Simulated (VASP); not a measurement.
# Si2Sn (P-3m1) in VASP: further runs, part 2 of 2

VASP 6.6.1.

## 3. Single point, PBE

The input, INCAR:

```
PREC = Accurate ; ENCUT = 500
EDIFF = 1E-6 ; ISMEAR = 0
SIGMA = 0.1 ; LREAL = F
LASPH = T ; NELM = 120
ALGO = Normal ; ISIF = 2
LWAVE = F ; LCHARG = F
GGA = PE ; NBANDS = 18
GGA_COMPAT = F
```

The input, KPOINTS:

```
regular mesh
0
Gamma
  6 6 4
```

The input, POSCAR:

```
Si2Sn
1.0
    3.8456101384      0.0000000000      0.0000000000
   -1.9228050692      3.3303960729      0.0000000000
    0.0000000000      0.0000000000      4.8616183523
Si Sn
2 1
Direct
    0.3333333333      0.6666666667      0.4021518923
    0.6666666667      0.3333333333      0.5978481077
    0.0000000000      0.0000000000      0.0000000000
```

Potentials or basis: VASP PAW PBE potentials, release 64 (Si, Sn_d).

Launch:

```
cat potpaw_PBE.64/Si/POTCAR potpaw_PBE.64/Sn_d/POTCAR > POTCAR
mpirun -np 1 vasp_std > vasp.out
```

OUTCAR:

```text
PREC = Accurate
   ENCUT = 500
   EDIFF = 1E-6
   ISMEAR = 0
   LREAL = F
   LASPH = T
   NELM = 120
   ISIF = 2
   GGA = PE

 ion  position               nearest neighbor table
   1  0.333  0.667  0.402-   2 2.42   2 2.42   2 2.42   3 2.96   3 2.96   3 2.96
   2  0.667  0.333  0.598-   1 2.42   1 2.42   1 2.42   3 2.96   3 2.96   3 2.96
   3  0.000  0.000  0.000-   1 2.96   2 2.96   1 2.96   2 2.96   2 2.96   1 2.96

  LATTYP: Found a hexagonal cell.
 ALAT       =     3.8456101384
 C/A-ratio  =     1.2641994839

  Lattice vectors:

 A1 = (   3.8456101384,   0.0000000000,   0.0000000000)
 A2 = (  -1.9228050692,   3.3303960729,   0.0000000000)
 A3 = (   0.0000000000,   0.0000000000,   4.8616183523)

Analysis of symmetry for initial positions (statically):
=====================================================================
 Subroutine PRICEL returns:
 Original cell was already a primitive cell.

 Routine SETGRP: Setting up the symmetry group for a
 hexagonal supercell.

 Subroutine GETGRP returns: Found 12 space group operations
 (whereof 12 operations were pure point group operations)
 out of a pool of 24 trial point group operations.

The static configuration has the point symmetry D_3d.

Analysis of symmetry for dynamics (positions and initial velocities):
=====================================================================
 Subroutine PRICEL returns:
 Original cell was already a primitive cell.

 Routine SETGRP: Setting up the symmetry group for a
 hexagonal supercell.

 Subroutine GETGRP returns: Found 12 space group operations
 (whereof 12 operations were pure point group operations)
 out of a pool of 24 trial point group operations.

The dynamic configuration has the point symmetry D_3d.

 Subroutine INISYM returns: Found 12 space group operations
 (whereof 12 operations are pure point group operations),
 and found     1 'primitive' translations

----------------------------------------------------------------------------------------

                                     Primitive cell

  volume of cell :      62.2647

  direct lattice vectors                    reciprocal lattice vectors
     3.845610138  0.000000000  0.000000000     0.260036760  0.150132293  0.000000000
    -1.922805069  3.330396073  0.000000000     0.000000000  0.300264587  0.000000000
     0.000000000  0.000000000  4.861618352     0.000000000  0.000000000  0.205692822

  length of vectors
     3.845610138  3.845610138  4.861618352     0.300264587  0.300264587  0.205692822

  position of ions in fractional coordinates (direct lattice)
     0.333333333  0.666666667  0.402151892
     0.666666667  0.333333333  0.597848108
     0.000000000  0.000000000  0.000000000

  ion indices of the primitive-cell ions
   primitive index   ion index
                 1           1
                 2           2
                 3           3

----------------------------------------------------------------------------------------

 KPOINTS: regular mesh

Automatic generation of k-mesh.
 Grid dimensions read from file:
 generate k-points for:    6    6    4

 Generating k-lattice:

  Cartesian coordinates                     Fractional coordinates (reciprocal lattice)
     0.043339460  0.025022049  0.000000000     0.166666667  0.000000000  0.000000000
     0.000000000  0.050044098  0.000000000     0.000000000  0.166666667  0.000000000
     0.000000000  0.000000000  0.051423206     0.000000000  0.000000000  0.250000000

  Length of vectors
     0.050044098  0.050044098  0.051423206

  Shift w.r.t. Gamma in fractional coordinates (k-lattice)
     0.000000000  0.000000000  0.000000000

 Subroutine IBZKPT returns following result:
 ===========================================

 Found     24 irreducible k-points:

 Following reciprocal coordinates:
            Coordinates               Weight
  0.000000  0.000000  0.000000      1.000000
  0.166667  0.000000  0.000000      6.000000
  0.333333 -0.000000  0.000000      6.000000
  0.500000  0.000000  0.000000      3.000000
  0.166667  0.166667  0.000000      6.000000
[... 30 lines left out ...]
   POTIM  = 0.5000    time-step for ionic-motion
   TEBEG  =    0.0;   TEEND  =   0.0 temperature during run
   PSTRESS=    0.0 pullay stress
   NELECT =      22.0000    total number of electrons
   NUPDOWN=      -1.0000    fix difference up-down
   EMIN   =  10.00;   EMAX   =-10.00  energy-range for DOS
   EFERMI =   0.00;   METHOD = LEGACY
   ISMEAR =     0;   SIGMA  =   0.10  broadening in eV -4-tet -1-fermi 0-gaus
   EFERMI_NEDOS =   21; number of points for ismear=-14 and -15
   IALGO  =     38    algorithm
   IMIX   =      4    mixing-type and parameters
     AMIX     =   0.40;   BMIX     =  1.00
     AMIX_MAG =   1.60;   BMIX_MAG =  1.00
  volume/ion in A,a.u.               =      20.75       140.06
  Fermi-wavevector in a.u.,A,eV,Ry     =   1.157360  2.187093 18.224755  1.339482
  Thomas-Fermi vector in A             =   2.293972
   LORBIT       =      0    0 simple, 1 ext, 2 COOP (PROOUT), +10 PAW based schemes
   GGA     = PE    functional components
   LHFCALC =     F    Hartree Fock is set to
   AEXX    =    0.0000 exact exchange contribution
   IVDW    =     0    specifies the selected vdW correction
   LEPSILON=     F    determine dielectric tensor
   LRPA    =     F    only Hartree local field effects (RPA)
 non-spin polarized calculation
 Gauss-broadening in eV      SIGMA  =   0.10
  energy-cutoff  :      500.00
  volume of cell :       62.26
 maximum number of plane-waves:      1608
   NGX = 13   NGY = 13   NGZ = 17

 number of electron      22.0000014 magnetization

 Free energy of the ion-electron system (eV)
  ---------------------------------------------------
  ext. energy  EPLUGINS =         0.00000000
  ---------------------------------------------------
  free energy    TOTEN  =       -13.98129812 eV

  energy without entropy =      -13.97818822  energy(sigma->0) =      -13.97974317

 E-fermi :   7.7695     XC(G=0): -10.2734

 val. band max:        7.6925400432   @ k =   0.1667   0.0000   0.0000
 cond. band min:       7.8156427864   @ k =   0.3333   0.3333   0.0000
 fundamental gap:      0.1231027432
 Fermi energy:         7.7694715117

 k-point     1 :       0.0000    0.0000    0.0000
  band No.  band energies     occupation
      1     -13.8351      2.00000
      2     -13.8351      2.00000
      3     -13.8172      2.00000
      4     -13.8048      2.00000
      5     -13.8048      2.00000
      6      -4.4947      2.00000
[... 10 lines left out ...]
     17      14.4756      0.00000
     18      14.8959      0.00000
[... 463 lines left out ...]
 k-point    24 :       0.3333    0.3333    0.5000
  band No.  band energies     occupation
      1     -13.8317      2.00000
      2     -13.8317      2.00000
      3     -13.8070      2.00000
      4     -13.8070      2.00000
      5     -13.7878      2.00000
      6      -0.0117      2.00000
[... 10 lines left out ...]
     17      14.7806      0.00000
     18      15.3707      0.00000

------------------------ aborting loop because EDIFF is reached ----------------------------------------

  FORCE on cell =-STRESS in cart. coord.  units (eV):
  Direction    XX          YY          ZZ          XY          YZ          ZX
  --------------------------------------------------------------------------------------
  -------------------------------------------------------------------------------------
  Total        0.0010147      0.0010147     -0.3024729      0.0000000      0.0000000      0.0000000
  in kB        0.0261109      0.0261109     -7.7831438      0.0000000      0.0000000      0.0000000
  external PRESSURE =      -2.5769740 kB  Pullay stress =       0.0000000 kB

 VOLUME and BASIS-vectors are now :
 -----------------------------------------------------------------------------
  energy-cutoff  :      500.00
  volume of cell :       62.26
      direct lattice vectors                 reciprocal lattice vectors
     3.845610138  0.000000000  0.000000000     0.260036760  0.150132293  0.000000000
    -1.922805069  3.330396073  0.000000000     0.000000000  0.300264587  0.000000000
     0.000000000  0.000000000  4.861618352     0.000000000  0.000000000  0.205692822

 POSITION                                       TOTAL-FORCE (eV/Angst)
 -----------------------------------------------------------------------------------
     -0.00000      2.22026      1.95511        -0.000000      0.000000     -0.044454
      1.92281      1.11013      2.90651         0.000000     -0.000000      0.044454
      0.00000      0.00000      0.00000         0.000000      0.000000     -0.000000
 -----------------------------------------------------------------------------------
    total drift:                               -0.000000      0.000000     -0.000000

  FREE ENERGIE OF THE ION-ELECTRON SYSTEM (eV)
  ---------------------------------------------------
  free  energy   TOTEN  =       -13.9812981154 eV

  energy  without entropy=      -13.9781882162  energy(sigma->0) =      -13.97974317
```

OSZICAR:

```text
N       E                     dE             d eps       ncg     rms          rms(c)
DAV:   1     0.125137469346E+03    0.12514E+03   -0.10181E+04   866   0.137E+03
DAV:   2    -0.332483685392E+01   -0.12846E+03   -0.12460E+03   918   0.329E+02
DAV:   3    -0.139878187544E+02   -0.10663E+02   -0.10534E+02  1118   0.845E+01
DAV:   4    -0.142709091727E+02   -0.28309E+00   -0.28282E+00  1080   0.136E+01
DAV:   5    -0.142790668915E+02   -0.81577E-02   -0.81572E-02  1278   0.233E+00    0.437E+00
DAV:   6    -0.140043042662E+02    0.27476E+00   -0.61114E-01  1108   0.536E+00    0.248E+00
DAV:   7    -0.139825844568E+02    0.21720E-01   -0.21330E-01  1138   0.216E+00    0.835E-01
DAV:   8    -0.139816838179E+02    0.90064E-03   -0.33305E-02  1102   0.145E+00    0.189E-01
DAV:   9    -0.139813704667E+02    0.31335E-03   -0.56623E-03  1222   0.613E-01    0.106E-01
DAV:  10    -0.139812866694E+02    0.83797E-04   -0.70331E-04  1098   0.172E-01    0.407E-02
DAV:  11    -0.139813064505E+02   -0.19781E-04   -0.17321E-04  1176   0.943E-02    0.189E-02
DAV:  12    -0.139812984187E+02    0.80318E-05   -0.37198E-05  1070   0.291E-02    0.131E-02
DAV:  13    -0.139812981154E+02    0.30322E-06   -0.37858E-06  1042   0.991E-03
   1 F= -.13981298E+02 E0= -.13979743E+02  d E =-.310990E-02
```

Run time: 15 s. Hardware: 1 thread of AMD EPYC 9R45 (Zen 5), shared host; peak memory 0.15 GiB.

What came out:

| Item | Value |
| --- | --- |
| Free energy | -13.9813 eV |
| Pressure | -0.3 GPa |
| Largest force | 0.044 eV/Å |
| Band gap on the k mesh | zero (bands 11 and 12 overlap by 2.87 eV) |

Forces on the atoms (eV/Å):
```
Si   0.000  0.000 -0.044
Si   0.000  0.000  0.044
Sn   0.000  0.000  0.000
```

Stress tensor (GPa, compression positive):
```
 0.00  0.00  0.00
 0.00  0.00  0.00
 0.00  0.00 -0.78
```

Caveat: spin-orbit coupling is left out, which moves the levels of the heavy elements.

## 4. Single point, PBE

This run uses another cell than the first one: it holds 6 atoms, not 3.

The input, INCAR:

```
PREC = Accurate
ENCUT = 520
EDIFF = 1E-6
ISMEAR = 0
SIGMA = 0.2
LREAL = False
LASPH = True
NELM = 60
ALGO = Normal
ISIF = 2
LWAVE = False
LCHARG = True
GGA = PE
LELF = True
LVHAR = True
NBANDS = 31
```

The input, KPOINTS:

```
Automatic mesh
0
Gamma
  5 5 2
```

The input, POSCAR:

```
Si2Sn
1.0
    4.0852617122      0.0000000000      0.0000000000
   -2.0426308561      3.5379404239      0.0000000000
    0.0000000000      0.0000000000     10.3198032713
Si Sn
4 2
Direct
    0.6666666667      0.3333333333      0.1769053864
    0.0000000000      0.0000000000      0.1144152082
    0.3333333333      0.6666666667      0.8230946136
    0.0000000000      0.0000000000      0.8855847918
    0.3333333333      0.6666666667      0.5694135216
    0.6666666667      0.3333333333      0.4305864784
```

Launch:

```
cat potpaw_PBE.64/Si/POTCAR potpaw_PBE.64/Sn_d/POTCAR > POTCAR
mpirun -np 1 vasp_std > vasp.out
```

Wall time 80 s (1 thread of Intel Xeon 8259CL, shared host); peak memory 0.26 GiB.

It converged, with:

```yaml
Free_energy: -28.1401 eV
Pressure: -0.2 GPa
Largest_force: 0.075 eV/Å
Band_gap_on_the_k_mesh: zero (bands 22 and 23 overlap by 0.48 eV)
```

Forces in eV/Å, atoms in the order of the input:
```
Si   0.000  0.000 -0.042
Si   0.000  0.000  0.075
Si   0.000  0.000  0.042
Si   0.000  0.000 -0.075
Sn   0.000  0.000  0.015
Sn   0.000  0.000 -0.015
```

Stress tensor (GPa, compression positive):
```
-0.23  0.00  0.00
 0.00 -0.23  0.00
 0.00  0.00 -0.06
```

Levels at points of the mesh, in eV from the Fermi level:
| k point | band 19 | band 20 | band 21 | band 22 | band 23 | band 24 | band 25 | band 26 |
| --- | --- | --- | --- | --- | --- | --- | --- | --- |
| (0.00, 0.00, 0.00) | -1.53 | -0.80 | -0.09 | 0.26 | 0.79 | 0.79 | 1.03 | 1.76 |
| (0.00, 0.00, 0.50) | -1.48 | -1.48 | -0.23 | 0.44 | 0.58 | 0.58 | 2.24 | 2.24 |

Caveat: semilocal functionals underestimate gaps, so a narrow gap can read as zero; spin-orbit coupling is left out, which moves the levels of the heavy elements.

## 5. Single point, PBE

This run uses another cell than the first one: it holds 12 atoms, not 3.

The input, INCAR:

```
PREC = Accurate
ENCUT = 520
EDIFF = 1E-7
ISMEAR = 0
SIGMA = 0.2
LREAL = False
LASPH = True
NELM = 100
ALGO = Normal
ISIF = 2
LWAVE = False
LCHARG = False
GGA = PE
NBANDS = 56
```

The input, KPOINTS:

```
regular mesh
0
Gamma
  6 6 1
```

The input, POSCAR:

```
Si2Sn
1.0
    4.0296598449      0.0000000000      0.0000000000
   -2.0148299224      3.4897877943      0.0000000000
    0.0000000000      0.0000000000     21.0484738477
Si Sn
8 4
Direct
    0.6666666667      0.3333333333      0.0895240692
    0.6666666667      0.3333333333      0.5895240692
    0.0000000000      0.0000000000      0.0563919419
    0.0000000000      0.0000000000      0.5563919419
    0.3333333333      0.6666666667      0.4104759308
    0.3333333333      0.6666666667      0.9104759308
    0.0000000000      0.0000000000      0.4436080581
    0.0000000000      0.0000000000      0.9436080581
    0.3333333333      0.6666666667      0.2857134504
    0.3333333333      0.6666666667      0.7857134504
    0.6666666667      0.3333333333      0.2142865496
    0.6666666667      0.3333333333      0.7142865496
```

Launch:

```
cat potpaw_PBE.64/Si/POTCAR potpaw_PBE.64/Sn_d/POTCAR > POTCAR
mpirun -np 1 vasp_std > vasp.out
```

Run time: 4.5 min. Hardware: 1 thread of Intel Xeon 8259CL, shared host; peak memory 0.39 GiB.

Results (log left out):

```
Free energy            : -56.4277 eV
Pressure               : 0.0 GPa
Largest force          : 0.144 eV/Å
Band gap on the k mesh : zero (bands 44 and 45 overlap by 0.94 eV)
```

Forces in eV/Å, atoms in the order of the input:
```
Si   0.000  0.000 -0.117
Si   0.000  0.000 -0.117
Si   0.000  0.000  0.034
Si   0.000  0.000  0.034
Si   0.000  0.000  0.117
Si   0.000  0.000  0.117
Si   0.000  0.000 -0.034
Si   0.000  0.000 -0.034
Sn   0.000  0.000  0.144
Sn   0.000  0.000  0.144
Sn   0.000  0.000 -0.144
Sn   0.000  0.000 -0.144
```

Stress tensor (GPa, compression positive):
```
 0.11  0.00  0.00
 0.00  0.11  0.00
 0.00  0.00 -0.10
```

Levels at points of the mesh, in eV from the Fermi level:
```tsv
k point	band 41	band 42	band 43	band 44	band 45	band 46	band 47	band 48
(0.00, 0.00, 0.00)	0.01	0.07	0.27	0.67	0.69	0.69	0.80	0.90
(0.50, 0.00, 0.00)	-2.59	-1.99	-1.06	-0.90	-0.28	-0.15	0.02	0.02
```

Caveat: spin-orbit coupling is left out, which moves the levels of the heavy elements.

## 6. Relaxation of cell and atoms, PBE

This run uses another cell than the first one: it holds 6 atoms, not 3.

The input, INCAR:

```
SYSTEM = Si2Sn
PREC     = Accurate       ! precision mode
ENCUT    = 600            ! plane-wave cutoff, eV
EDIFF    = 1E-6           ! SCF threshold, eV
ISMEAR   = 0              ! smearing method
SIGMA    = 0.2            ! smearing width, eV
LREAL    = .False.        ! projectors in reciprocal space
LASPH    = .True.         ! aspherical terms in the spheres
NELM     = 60             ! most SCF steps
ALGO     = Normal         ! electronic algorithm
ISIF     = 3              ! what is computed and relaxed
LWAVE    = .False.        ! write WAVECAR
LCHARG   = .False.        ! write CHGCAR
GGA      = PE             ! functional
IBRION   = 2              ! ionic algorithm
NSW      = 36             ! ionic steps
EDIFFG   = -0.08          ! ionic threshold
```

The input, KPOINTS:

```
Automatic mesh
0
Gamma
  5 5 2
  0 0 0
```

The input, POSCAR:

```
Si2Sn
1.0
    4.0900000000      0.0000000000      0.0000000000
   -2.0450000000      3.5420439000      0.0000000000
    0.0000000000      0.0000000000     10.0200000000
Si Sn
4 2
Direct
    0.6666666700      0.3333333300      0.2083000000
    0.0000000000      0.0000000000      0.1250000000
    0.3333333300      0.6666666700      0.7917000000
    0.0000000000      0.0000000000      0.8750000000
    0.3333333300      0.6666666700      0.5417000000
    0.6666666700      0.3333333300      0.4583000000
```

Potentials or basis: VASP PAW PBE potentials, release 64 (Si, Sn_d).

Launch:

```
cat potpaw_PBE.64/Si/POTCAR potpaw_PBE.64/Sn_d/POTCAR > POTCAR
mpirun -np 1 vasp_std > vasp.out
```

It took 8.5 min on 1 thread of Intel Xeon 8259CL, shared host; peak memory 0.34 GiB.

It converged, with:

| Property | Result |
| --- | --- |
| Free energy | -28.1398 eV |
| Relaxed volume | 24.79 Å³/atom |
| Relaxed cell | a = 4.091 Å, b = 4.091 Å, c = 10.262 Å, α = 90.00°, β = 90.00°, γ = 120.00° |
| Space group after relaxing (to 0.1 Å) | P-3m1 (No. 164) |
| Energy gained by relaxing | 200.8 meV/atom |
| Ionic steps | 10 |
| Pressure after relaxing | 0.0 GPa |
| Largest force after relaxing | 0.021 eV/Å |
| Band gap on the k mesh | zero (bands 22 and 23 overlap by 0.44 eV) |

Forces on the atoms (eV/Å):
```
Si   0.000  0.000 -0.004
Si   0.000  0.000  0.021
Si   0.000  0.000  0.004
Si   0.000  0.000 -0.021
Sn   0.000  0.000  0.014
Sn   0.000  0.000 -0.014
```

Stress tensor (GPa, compression positive):
```
-0.19  0.00  0.00
 0.00 -0.19  0.00
 0.00  0.00  0.35
```

The path:
```csv
step,energy change (eV),largest force (eV/Å),pressure (GPa),volume (Å³)
1,0.0000,2.2792,6.06,145.16
2,-0.5942,1.2649,-3.31,165.21
3,-0.6107,1.3250,-2.26,161.85
4,-0.9074,0.7077,-1.80,158.19
5,-1.1361,0.7426,-0.94,152.14
6,-1.1484,0.7749,-0.67,150.68
7,-1.1688,0.4674,1.11,146.17
8,-1.1991,0.1582,0.24,148.04
9,-1.1991,0.1431,0.27,147.99
10,-1.2046,0.0206,-0.01,148.73
```

Final structure:
```xyz
6
Lattice="4.0908 0.0000 0.0000 -2.0454 3.5427 0.0000 0.0000 0.0000 10.2622" Properties=species:S:1:pos:R:3 pbc="T T T"
Si    2.0454    1.1809    1.8071
Si    0.0000    0.0000    1.1805
Si    0.0000    2.3618    8.4550
Si    0.0000    0.0000    9.0817
Sn    0.0000    2.3618    5.8422
Sn    2.0454    1.1809    4.4199
```

Levels at points of the mesh, in eV from the Fermi level:
```csv
k point,band 18,band 19,band 20,band 21,band 22,band 23,band 24,band 25,band 26
"(0.00, 0.00, 0.00)",-1.54,-1.54,-0.75,-0.10,0.26,0.79,0.79,1.12,1.77
"(0.00, 0.00, 0.50)",-2.16,-1.49,-1.49,-0.27,0.41,0.57,0.57,2.24,2.29
```

Caveat: semilocal functionals underestimate gaps, so a narrow gap can read as zero; spin-orbit coupling is left out, which moves the levels of the heavy elements.

## 7. Overview

| task | cell | k mesh | cutoff (eV) | smearing | gap on the mesh (eV) | pressure (GPa) | largest force (eV/Å) |
| --- | --- | --- | --- | --- | --- | --- | --- |
| single point | a = 3.846, b = 3.846, c = 4.862 Å, angles 90.0, 90.0, 120.0°, 3 atoms, atomic positions A | 6 × 6 × 4 | 500 | gaussian 0.2 eV | none | -0.3 | 0.05 |
| single point | a = 3.846, b = 3.846, c = 4.862 Å, angles 90.0, 90.0, 120.0°, 3 atoms, atomic positions A | 6 × 6 × 4 | 500 | gaussian 0.1 eV | none | -0.3 | 0.04 |
| single point | a = 4.085, b = 4.085, c = 10.320 Å, angles 90.0, 90.0, 120.0°, 6 atoms, atomic positions B | 5 × 5 × 2 | 520 | gaussian 0.2 eV | none | -0.2 | 0.08 |
| single point | a = 4.030, b = 4.030, c = 21.048 Å, angles 90.0, 90.0, 120.0°, 12 atoms, atomic positions C | 6 × 6 × 1 | 520 | gaussian 0.2 eV | none | 0.0 | 0.14 |
| relaxation of cell and atoms | relaxed from a = 4.090, b = 4.090, c = 10.020 Å, angles 90.0, 90.0, 120.0°, 6 atoms, atomic positions D | 5 × 5 × 2 | 600 | gaussian 0.2 eV | none | 0.0 | 0.02 |

Alike in all rows: level PBE; potentials or basis VASP PAW PBE potentials, release 64 (Si, Sn_d); no spin polarisation.

Caveats: spin-orbit coupling is left out, which moves the levels of the heavy elements; semilocal functionals underestimate gaps, so a narrow gap can read as zero (at least some runs).

Absolute energies hang on the potentials; compare differences alone.
